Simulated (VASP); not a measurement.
# GaN (F-43m) in VASP: G0W0 quasiparticle levels with PBEsol

Aim: the G0W0 quasiparticle levels of GaN with PBEsol.

Program: VASP 6.6.1. These are calculated values, not measurements. Logs are shortened: lines on timing, memory, paths and dates and some standing lists are left out, and cuts for length are marked.

### 1 The cell of the first run

The structure is cubic, space group F-43m (No. 216). Conventional cell: a = 4.507 Å, b = 4.507 Å, c = 4.507 Å, α = 90.00°, β = 90.00°, γ = 90.00°. Ga (site symmetry -43m) has 4 N at 1.95 Å within 2.6 Å. N (site symmetry -43m) has 4 Ga at 1.95 Å within 2.6 Å.

### 2 G0W0 quasiparticle levels, PBEsol

Contents of POSCAR:

```
GaN
1.0
    0.0000000000      2.2535010000      2.2535010000
    2.2535010000      0.0000000000      2.2535010000
    2.2535010000      2.2535010000      0.0000000000
Ga N
1 1
Direct
    0.0000000000      0.0000000000      0.0000000000
    0.7500000000      0.7500000000      0.7500000000
```

Contents of INCAR.step1:

```
SYSTEM = GaN
PREC     = Accurate       ! precision mode
ENCUT    = 500            ! plane-wave cutoff, eV
EDIFF    = 1E-8           ! SCF threshold, eV
ISMEAR   = 0              ! smearing method
SIGMA    = 0.01           ! smearing width, eV
LREAL    = .False.        ! projectors in reciprocal space
LASPH    = .True.         ! aspherical terms in the spheres
NELM     = 100            ! most SCF steps
ALGO     = Normal         ! electronic algorithm
LWAVE    = .True.         ! write WAVECAR
LCHARG   = .False.        ! write CHGCAR
GGA      = PS             ! functional
```

Contents of INCAR.step2:

```
SYSTEM = GaN
PREC     = Accurate       ! precision mode
ENCUT    = 500            ! plane-wave cutoff, eV
EDIFF    = 1E-8           ! SCF threshold, eV
ISMEAR   = 0              ! smearing method
SIGMA    = 0.01           ! smearing width, eV
LREAL    = .False.        ! projectors in reciprocal space
LASPH    = .True.         ! aspherical terms in the spheres
NELM     = 1              ! most SCF steps
ALGO     = Exact          ! electronic algorithm
LWAVE    = .True.         ! write WAVECAR
LCHARG   = .False.        ! write CHGCAR
GGA      = PS             ! functional
NBANDS   = 69             ! bands
LOPTICS  = .True.         ! frequency-dependent dielectric function
ISTART   = 1
```

Contents of INCAR.step3:

```
SYSTEM = GaN
PREC     = Accurate       ! precision mode
ENCUT    = 500            ! plane-wave cutoff, eV
EDIFF    = 1E-8           ! SCF threshold, eV
ISMEAR   = 0              ! smearing method
SIGMA    = 0.01           ! smearing width, eV
LREAL    = .False.        ! projectors in reciprocal space
LASPH    = .True.         ! aspherical terms in the spheres
ALGO     = EVGW0          ! electronic algorithm
LWAVE    = .False.        ! write WAVECAR
LCHARG   = .False.        ! write CHGCAR
GGA      = PS             ! functional
NELMGW   = 1            
NBANDS   = 69             ! bands
ENCUTGW  = 80.0           ! cutoff of the response function
NOMEGA   = 48             ! frequency points
PRECFOCK = Fast         
ISTART   = 1            
NBANDSGW = 17
```

Contents of KPOINTS:

```
Automatic mesh
0
Gamma
  4 4 4
  0 0 0
```

Potentials or basis: VASP PAW PBE potentials, release 64 (Ga_d_GW, N_GW).

Launch:

```sh
> cat potpaw_PBE.64/Ga_d_GW/POTCAR potpaw_PBE.64/N_GW/POTCAR > POTCAR
> cp INCAR.step1 INCAR
> mpirun -np 1 vasp_std > vasp.out
> cp INCAR.step2 INCAR
> mpirun -np 1 vasp_std > vasp.out
> cp INCAR.step3 INCAR
> mpirun -np 1 vasp_std > vasp.out
```

OUTCAR:

```text
SYSTEM = GaN
   PREC = Accurate
   ENCUT = 500
   EDIFF = 1E-8
   ISMEAR = 0
   LREAL = .False.
   LASPH = .True.
   GGA = PS
   NELMGW = 1
   ENCUTGW = 80.0
   PRECFOCK = Fast
   ISTART = 1

 ion  position               nearest neighbor table
   1  0.000  0.000  0.000-   2 1.95   2 1.95   2 1.95   2 1.95
   2  0.750  0.750  0.750-   1 1.95   1 1.95   1 1.95   1 1.95

  LATTYP: Found a face centered cubic cell.
 ALAT       =     4.5070020000

  Lattice vectors:

 A1 = (   0.0000000000,   2.2535010000,   2.2535010000)
 A2 = (   2.2535010000,   0.0000000000,   2.2535010000)
 A3 = (   2.2535010000,   2.2535010000,   0.0000000000)

Analysis of symmetry for initial positions (statically):
=====================================================================
 Subroutine PRICEL returns:
 Original cell was already a primitive cell.

 Routine SETGRP: Setting up the symmetry group for a
 face centered cubic supercell.

 Subroutine GETGRP returns: Found 24 space group operations
 (whereof 24 operations were pure point group operations)
 out of a pool of 48 trial point group operations.

The static configuration has the point symmetry T_d .

Analysis of symmetry for dynamics (positions and initial velocities):
=====================================================================
 Subroutine PRICEL returns:
 Original cell was already a primitive cell.

 Routine SETGRP: Setting up the symmetry group for a
 face centered cubic supercell.

 Subroutine GETGRP returns: Found 24 space group operations
 (whereof 24 operations were pure point group operations)
 out of a pool of 48 trial point group operations.

The dynamic configuration has the point symmetry T_d .

 Subroutine INISYM returns: Found 24 space group operations
 (whereof 24 operations are pure point group operations),
 and found     1 'primitive' translations

----------------------------------------------------------------------------------------

                                     Primitive cell

  volume of cell :      22.8878

  direct lattice vectors                    reciprocal lattice vectors
     0.000000000  2.253501000  2.253501000    -0.221876982  0.221876982  0.221876982
     2.253501000  0.000000000  2.253501000     0.221876982 -0.221876982  0.221876982
     2.253501000  2.253501000  0.000000000     0.221876982  0.221876982 -0.221876982

  length of vectors
     3.186931677  3.186931677  3.186931677     0.384302205  0.384302205  0.384302205

  position of ions in fractional coordinates (direct lattice)
     0.000000000  0.000000000  0.000000000
     0.750000000  0.750000000  0.750000000

  ion indices of the primitive-cell ions
   primitive index   ion index
                 1           1
                 2           2

----------------------------------------------------------------------------------------

 KPOINTS: Automatic mesh

Automatic generation of k-mesh.
 Grid dimensions read from file:
 generate k-points for:    4    4    4

 Generating k-lattice:

  Cartesian coordinates                     Fractional coordinates (reciprocal lattice)
    -0.055469245  0.055469245  0.055469245     0.250000000  0.000000000  0.000000000
     0.055469245 -0.055469245  0.055469245     0.000000000  0.250000000  0.000000000
     0.055469245  0.055469245 -0.055469245     0.000000000  0.000000000  0.250000000

  Length of vectors
     0.096075551  0.096075551  0.096075551

  Shift w.r.t. Gamma in fractional coordinates (k-lattice)
     0.000000000  0.000000000  0.000000000

 Subroutine IBZKPT returns following result:
 ===========================================

 Found      8 irreducible k-points:

 Following reciprocal coordinates:
            Coordinates               Weight
  0.000000  0.000000  0.000000      1.000000
  0.250000  0.000000  0.000000      8.000000
  0.500000  0.000000  0.000000      4.000000
  0.250000  0.250000  0.000000      6.000000
  0.500000  0.250000  0.000000     24.000000
 -0.250000  0.250000  0.000000     12.000000
  0.500000  0.500000  0.000000      3.000000
 -0.250000  0.500000  0.250000      6.000000
   k-points           NKPTS =      8   k-points in BZ     NKDIM =     64   number of bands    NBANDS=     69
   number of dos      NEDOS =    301   number of ions     NIONS =      2
   total plane-waves  NPLWV =  13824
   dimension x,y,z NGX =    24 NGY =   24 NGZ =   24
   dimension x,y,z NGXF=    48 NGYF=   48 NGZF=   48
   ions per type =               1   1
   NGX,Y,Z   is equivalent  to a cutoff of  12.52, 12.52, 12.52 a.u.
   NGXF,Y,Z  is equivalent  to a cutoff of  25.04, 25.04, 25.04 a.u.
 SYSTEM =  GaN
   PREC   = accura    normal or accurate (medium, high low for compatibility)
   ISTART =      1    job   : 0-new  1-cont  2-samecut
   ICHARG =      0    charge: 1-file 2-atom 10-const
   ISPIN  =      1    spin polarized calculation?
   LNONCOLLINEAR =      F non collinear calculations
   LSORBIT =      F    spin-orbit coupling
   LASPH  =      T    aspherical Exc in radial PAW
   ENCUT  =  500.0 eV  36.75 Ry    6.06 a.u.   5.81  5.81  5.81*2*pi/ulx,y,z
   NELM   =     60;   NELMIN=  2; NELMDL=  0     # of ELM steps
   EDIFF  = 0.1E-07   stopping-criterion for ELM
   LREAL  =      F    real-space projection
   EDIFFG = 0.1E-06   stopping-criterion for IOM
   NSW    =      0    number of steps for IOM
   IBRION =     -1    ionic relax: 0-MD 1-quasi-New 2-CG
   NFREE  =      0    steps in history (QN), initial steepest desc. (CG)
   ISIF   =      0    stress and relaxation
   ISYM   =      3    0-nonsym 1-usesym 2-fastsym
   POTIM  = 0.5000    time-step for ionic-motion
   TEBEG  =    0.0;   TEEND  =   0.0 temperature during run
   PSTRESS=    0.0 pullay stress
   NELECT =      18.0000    total number of electrons
   NUPDOWN=      -1.0000    fix difference up-down
   EMIN   =  10.00;   EMAX   =-10.00  energy-range for DOS
   EFERMI =   0.00;   METHOD = LEGACY
   ISMEAR =     0;   SIGMA  =   0.01  broadening in eV -4-tet -1-fermi 0-gaus
   EFERMI_NEDOS =   21; number of points for ismear=-14 and -15
   IALGO  =     38    algorithm
   IMIX   =      4    mixing-type and parameters
     AMIX     =   0.40;   BMIX     =  1.00
     AMIX_MAG =   1.60;   BMIX_MAG =  1.00
  volume/ion in A,a.u.               =      11.44        77.23
  Fermi-wavevector in a.u.,A,eV,Ry     =   1.511116  2.855596 31.068532  2.283473
  Thomas-Fermi vector in A             =   2.621216
   LORBIT       =      0    0 simple, 1 ext, 2 COOP (PROOUT), +10 PAW based schemes
   GGA     = PS    functional components
   LHFCALC =     T    Hartree Fock is set to
   PRECFOCK=fast      Normal, Fast or Accurate (Low or Medium for compatibility)
   ENCUT4O =  -1.0   cutoff for four orbital integrals eV
   NKREDX  =     1    reduce k-point grid by
   NKREDY  =     1    reduce k-point grid by
   NKREDZ  =     1    reduce k-point grid by
   AEXX    =    1.0000 exact exchange contribution
   HFSCREEN=    0.0000 screening length (either q_TF or 0.3 A-1)
   HFSCREENC=   0.0000 screening length for correlation (either q_TF or 0.3 A-1)
   ENCUTFOCK=  -1.0 apply spherical cutoff to Coloumb kernel
   IVDW    =     0    specifies the selected vdW correction
   LEPSILON=     F    determine dielectric tensor
   LRPA    =     F    only Hartree local field effects (RPA)
   LRPAFORCE           =     F    calculate RPA forces
   ENCUTGW             =  80.0    cutoff for response function in eV
   ENCUTGWSOFT         =  64.0    soft cutoff for Coulomb kernel in GW response function in eV
   ENCUTLF             =  -1.0    cutoff for local field effects
   NELMGW              =     1    number of iterations in solving QP/BSE equation
   NELMHF              =     1    number of iterations in the inner HF iteration
   NKREDLFX            =     1    NKREDLFY  =   1   NKREDLFZ  =   1
 non-spin polarized calculation
 Gauss-broadening in eV      SIGMA  =   0.01
  energy-cutoff  :      500.00
  volume of cell :       22.89
 maximum number of plane-waves:       604
  NGX = 14; NGY = 14; NGZ = 14
   NGX = 11   NGY = 11   NGZ = 11
 maximum number of plane-waves:        43
 NGX is ok and might be reduce to    10

 QP shifts <psi_nk| G(iteration)W_0 |psi_nk>: iteration 1
 for sc-GW calculations column KS-energies equals QP-energies in previous step
 and V_xc(KS)=  KS-energies - (<T + V_ion + V_H > + <T+V_H+V_ion>^1  + <V_x>^1)

 k-point   1 :       0.0000    0.0000    0.0000
  band No.  KS-energies  QP-energies   sigma(KS)   V_xc(KS)     V^pw_x(r,r')   Z            occupation Imag(sigma)

      1     -10.9329     -11.7941     -16.0874     -14.7939     -24.4631       0.6658       2.0000       1.0769
      2      -8.4965     -11.9306     -26.2145     -21.4586     -34.7600       0.7221       2.0000       0.2596
      3      -8.4965     -11.9306     -26.2145     -21.4586     -34.7600       0.7221       2.0000       0.2596
      4      -8.4965     -11.9306     -26.2145     -21.4586     -34.7600       0.7221       2.0000       0.2596
      5      -8.1765     -11.7565     -26.6910     -21.7767     -35.1556       0.7285       2.0000       0.1998
      6      -8.1765     -11.7565     -26.6910     -21.7767     -35.1556       0.7285       2.0000       0.1998
[... 9 lines left out ...]
     16      23.5934      24.0175      -9.3898      -9.9344      -2.9806       0.7788       0.0000      -0.7069
     17      23.5934      24.0175      -9.3898      -9.9344      -2.9806       0.7788       0.0000      -0.7069

 k-point   2 :       0.2500    0.0000    0.0000
  band No.  KS-energies  QP-energies   sigma(KS)   V_xc(KS)     V^pw_x(r,r')   Z            occupation Imag(sigma)

      1     -10.3836     -11.5774     -17.8816     -16.1283     -26.3041       0.6809       2.0000       0.9311
      2      -8.4356     -11.8947     -26.3048     -21.5256     -34.8483       0.7238       2.0000       0.2553
      3      -8.4356     -11.8947     -26.3048     -21.5256     -34.8483       0.7238       2.0000       0.2553
      4      -8.1719     -11.7582     -26.6915     -21.7804     -35.1661       0.7302       2.0000       0.2028
      5      -8.1719     -11.7582     -26.6915     -21.7804     -35.1661       0.7302       2.0000       0.2028
      6      -8.1280     -11.2097     -24.6634     -20.4109     -32.9624       0.7247       2.0000       0.3516
[... 9 lines left out ...]
     16      21.6293      22.2418     -10.3149     -11.1019      -4.5313       0.7782       0.0000      -0.4018
     17      27.4008      28.4147     -10.0086     -11.3064      -3.1545       0.7812       0.0000      -0.9643

 k-point   3 :       0.5000    0.0000    0.0000
  band No.  KS-energies  QP-energies   sigma(KS)   V_xc(KS)     V^pw_x(r,r')   Z            occupation Imag(sigma)
[... 85 lines left out ...]
      1      -9.8575     -12.0080     -22.0684     -18.9927     -30.7363       0.6992       2.0000       0.6027
      2      -8.4152     -11.8606     -26.0221     -21.2681     -34.4363       0.7247       2.0000       0.2331
      3      -8.1929     -11.7513     -26.7248     -21.8451     -35.2920       0.7292       2.0000       0.2422
      4      -8.1929     -11.7513     -26.7248     -21.8451     -35.2920       0.7292       2.0000       0.2422
      5      -8.0999     -11.7078     -26.7941     -21.8705     -35.2861       0.7328       2.0000       0.2016
      6      -6.4467      -8.5844     -22.1270     -19.1509     -29.9553       0.7183       2.0000       0.4657
[... 9 lines left out ...]
     16      29.5247      30.6469     -10.2280     -11.6469      -4.1782       0.7909       0.0000      -0.7039
     17      30.3586      31.4996     -10.5918     -12.0436      -4.2578       0.7859       0.0000      -0.8651

 k-point   8 :      -0.2500    0.5000    0.2500
  band No.  KS-energies  QP-energies   sigma(KS)   V_xc(KS)     V^pw_x(r,r')   Z            occupation Imag(sigma)

      1      -9.8545     -11.9687     -21.9522     -18.9225     -30.6140       0.6978       2.0000       0.6114
      2      -8.3509     -11.8238     -26.2325     -21.4479     -34.6940       0.7259       2.0000       0.2319
      3      -8.3235     -11.8552     -26.5026     -21.6469     -35.0412       0.7273       2.0000       0.2417
      4      -8.1690     -11.7553     -26.7669     -21.8565     -35.3083       0.7304       2.0000       0.2283
      5      -8.1665     -11.7353     -26.6455     -21.7539     -35.1224       0.7296       2.0000       0.2066
      6      -6.1544      -8.3806     -22.8544     -19.7527     -30.7489       0.7178       2.0000       0.4388
[... 9 lines left out ...]
     16      28.4367      29.6649     -11.8355     -13.4413      -4.6507       0.7648       0.0000      -1.1390
     17      28.9027      30.0006     -10.9157     -12.3016      -4.4650       0.7922       0.0000      -0.9615
```

Run time: 25 s. Hardware: 1 thread of Intel Xeon 6975P-C (Granite Rapids), shared host; peak memory 0.21 GiB.

What came out:

```yaml
Band_gap_on_the_k_mesh_mean-field_level: 1.67 eV, direct
Quasiparticle_gap: 2.69 eV
Least_direct_quasiparticle_gap: 2.69 eV
```

Caveat: the k points lie up to 0.60 Å⁻¹ apart; bands, screening cutoff and mesh are small and nothing is extrapolated, so the quasiparticle values aren't converged.
